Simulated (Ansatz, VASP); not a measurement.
# B in VASP and in Ansatz

```
B
1.0
     1.88422    0.00000    0.00000
     0.00000    1.88422    0.00000
     0.00000    0.00000    1.88422
B
1
Direct
  0.00000 0.00000 0.00000
```

Alike in both runs: functional PBE; k mesh 22 × 22 × 22; occupations fermi-dirac, width 0.05 eV; no spin polarisation.

Ansatz relaxed the structure, and its values are those at the end. VASP's run is a single point on that final structure, the one shown.

```csv
,VASP,Ansatz
version,VASP 6.6.1,Ansatz 0.2.0
potentials or method,"VASP PAW PBE potentials, release 64 (B)","PAW with Ansatz's default frozen-core files, scalar-relativistic"
plane-wave cutoff (eV),520,420
valence electrons in the cell,3,3
```

Ansatz gave:

* pressure (GPa): 0.0

**Question.** Estimate VASP's values.

**Answer.** Pressure (GPa): 0.1.

With one functional, cell and mesh, what is left measures potentials, basis and numerics.
